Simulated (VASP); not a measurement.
**ZrAl5N6: single point with PBE**

ZrAl5N6:

```
Zr Al N
1.0
     3.27166    0.00000    0.00000
    -1.63583    2.83334    0.00000
     0.00000    0.00000   16.90674
Zr Al N
1 5 6
Direct
  0.66667 0.33333 0.50000
  0.33333 0.66667 0.66667
  0.33333 0.66667 0.00000
  0.33333 0.66667 0.33333
  0.66667 0.33333 0.83333
  0.66667 0.33333 0.16667
  0.00000 0.00000 0.58333
  0.00000 0.00000 0.91667
  0.00000 0.00000 0.25000
  0.00000 0.00000 0.75000
  0.00000 0.00000 0.08333
  0.00000 0.00000 0.41667
```

* Program: VASP 6.6.1
* Task: single point
* Functional: PBE
* Potentials or basis: VASP PAW PBE potentials, release 64 (Zr_sv, Al, N)
* Cutoff: 520 eV
* k mesh: 6 × 6 × 1
* Occupations: gaussian, width 0.1 eV
* Spin: no spin polarisation

* Pressure: -33.7 GPa
* Largest force: 0.802 eV/Å

Forces in eV/Å, atoms in the order of the input:
```
Zr   0.000  0.000  0.000
Al   0.000  0.000  0.802
Al   0.000  0.000  0.000
Al   0.000  0.000 -0.802
Al   0.000  0.000  0.296
Al   0.000  0.000 -0.296
N    0.000  0.000  0.494
N    0.000  0.000 -0.120
N    0.000  0.000  0.408
N    0.000  0.000 -0.408
N    0.000  0.000  0.120
N    0.000  0.000 -0.494
```

Stress tensor (GPa, compression positive):
```
-35.79   0.00   0.00
  0.00 -35.79   0.00
  0.00   0.00 -29.46
```

Levels at points of the mesh, in eV from the Fermi level:
```csv
k point,band 24,band 25,band 26,band 27,band 28,band 29,band 30,band 31,band 32,band 33
"(0.00, 0.00, 0.00)",-0.72,-0.72,-0.72,-0.66,-0.37,-0.37,0.99,1.19,1.83,2.62
"(0.50, 0.00, 0.00)",-2.05,-1.78,-1.59,-1.22,-0.20,-0.20,0.49,1.20,1.77,2.01
```

It took 75 s on 1 thread of Intel(R) Xeon(R) Platinum 8259CL CPU @ 2.50GHz (Skylake/Cascade Lake) (shared host), peak memory 0.26 GiB.

Caveat: the k points lie up to 0.37 Å⁻¹ apart.
